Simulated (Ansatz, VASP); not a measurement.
# TiC: VASP beside Ansatz

INCAR

```
PREC = Accurate
ENCUT = 520
EDIFF = 1E-7
ISMEAR = -1
SIGMA = 0.03
LREAL = F
LASPH = T
NELM = 80
ALGO = Normal
ISIF = 2
LWAVE = F
LCHARG = F
GGA = PE
NBANDS = 15
```

The input KPOINTS:

```
regular mesh
0
Gamma
  14 14 14
```

The input POSCAR:

```
TiC
1.0
    0.0000000000      2.1640000000      2.1640000000
    2.1640000000      0.0000000000      2.1640000000
    2.1640000000      2.1640000000      0.0000000000
Ti C
1 1
Direct
    0.0000000000      0.0000000000      0.0000000000
    0.5000000000      0.5000000000      0.5000000000
```

Input for Ansatz:

```yaml
crystal:
  lattice:
    - [0.0, 2.164, 2.164]
    - [2.164, 0.0, 2.164]
    - [2.164, 2.164, 0.0]
  atoms:
    - { symbol: Ti, position: [0.0, 0.0, 0.0] }
    - { symbol: C, position: [0.5, 0.5, 0.5] }
kpoints:
  mp_grid: { grid: [14, 14, 14] }
scf:
  occupations: { method: fermi_dirac, width: 0.03 }
hamiltonian:
  xc: pbe
  pseudopotentials: { kind: all_electron, lapw: { basis_error: 0.00025 } }
output:
  forces: true
  stress: true
  eigenvalues: true
basis:
  ecutwfc: 180
```

Alike in both runs: task single point; functional PBE; k mesh 14 × 14 × 14; occupations fermi-dirac, width 0.03 eV; no spin polarisation.

|  | VASP | Ansatz |
| --- | --- | --- |
| version | VASP 6.6.1 | Ansatz 0.2.0 |
| potentials or method | VASP PAW PBE potentials, release 64 (Ti_sv, C), cutoff 520 eV | all-electron LAPW, scalar-relativistic |

VASP gave:

```
pressure (GPa) : 1.1
```

Q: Which values does Ansatz return?

A: Pressure (GPa): 0.9.

Ansatz ran all-electron here, and VASP with PAW potentials.
